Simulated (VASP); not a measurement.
Crystal: Pb.

```xyz
2
Lattice="3.5483 0.0000 0.0000 -1.7741 3.0729 0.0000 0.0000 0.0000 5.6996" Properties=species:S:1:pos:R:3 pbc="T T T"
Pb    1.7741    1.0243    4.2747
Pb    0.0000    2.0486    1.4249
```

Base run:

* Program: VASP 6.6.1
* Functional: PBEsol
* Potentials or basis: VASP PAW PBE potentials, release 64 (Pb_d)
* Cutoff: 520 eV
* k mesh: 9 × 9 × 5
* Occupations: fermi-dirac, width 0.05 eV
* Spin: no spin polarisation

Its results: band gap on the k mesh zero (band 14 reaches 12.22 eV, above the bottom of band 15 at 4.93 eV); pressure -1.5 GPa.

Problem. The run is repeated on the same cell with these changes: functional from PBEsol to PBE; further incar settings from ALGO = Normal; EDIFF = 1e-06; NBANDS = 21 to ALGO = Fast; EDIFF = 1e-06; NBANDS = 21. What comes out?

Solution. Band gap on the k mesh zero (band 14 reaches 12.41 eV, above the bottom of band 15 at 5.13 eV); pressure 1.2 GPa.

Caveats: spin-orbit coupling is left out, which moves the levels of the heavy elements; the PAW data sets were made with another functional, which shifts forces and pressure a little (some runs).
